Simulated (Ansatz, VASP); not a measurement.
# Zr in VASP and in Ansatz

File INCAR:

```
SYSTEM = Zr
ALGO = Normal
EDIFF = 1E-6
ENCUT = 520
GGA = PE
ISIF = 2
ISMEAR = -1
LASPH = .TRUE.
LCHARG = .FALSE.
LREAL = .FALSE.
LWAVE = .FALSE.
NBANDS = 19
NELM = 100
PREC = Accurate
SIGMA = 0.05
```

KPOINTS

```
k-points
0
G
  15 15 8
  0 0 0
```

The input POSCAR:

```
Zr
1.0
    2.3871412568      0.0000000000      0.0000000000
   -1.1935706284      2.0673249708      0.0000000000
    0.0000000000      0.0000000000      4.2647780173
Zr
2
Direct
    0.3333333333      0.6666666667      0.2500000000
    0.6666666667      0.3333333333      0.7500000000
```

Input for Ansatz:

```yaml
crystal:
  lattice:
    - [2.3871412568, 0.0, 0.0]
    - [-1.1935706284, 2.0673249708, 0.0]
    - [0.0, 0.0, 4.2647780173]
  atoms:
    - { symbol: Zr, position: [0.3333333333, 0.6666666667, 0.25] }
    - { symbol: Zr, position: [0.6666666667, 0.3333333333, 0.75] }
kpoints:
  mp_grid: { grid: [15, 15, 8] }
scf:
  occupations: { method: fermi_dirac, width: 0.05 }
hamiltonian:
  xc: pbe
  pseudopotentials: { kind: all_electron, datasets: crystal }
output:
  forces: true
  stress: true
  eigenvalues: true
```

Change from the starting cell: volume scaled by 0.45, crystal datasets.

Alike in both runs: task single point; functional PBE; k mesh 15 × 15 × 8; occupations fermi-dirac, width 0.05 eV; no spin polarisation.

|  | VASP | Ansatz |
| --- | --- | --- |
| version | VASP 6.6.1 | Ansatz 0.2.0 |
| potentials or method | VASP PAW PBE potentials, release 64 (Zr_sv), cutoff 520 eV | all-electron PAW with datasets made for the crystal, scalar-relativistic |

|  | VASP | Ansatz | Ansatz less VASP |
| --- | --- | --- | --- |
| pressure (GPa) | 274.2 | 271.3 | -2.88 |
| traceless stress, the component that is largest in VASP (GPa) | -0.76 | 0.21 | +0.967 |

Both programs put the cell under a high pressure, so it lies far from rest at this level. Ansatz ran all-electron here, and VASP with PAW potentials.

Noted on VASP's run: the cell as given lies far from equilibrium.
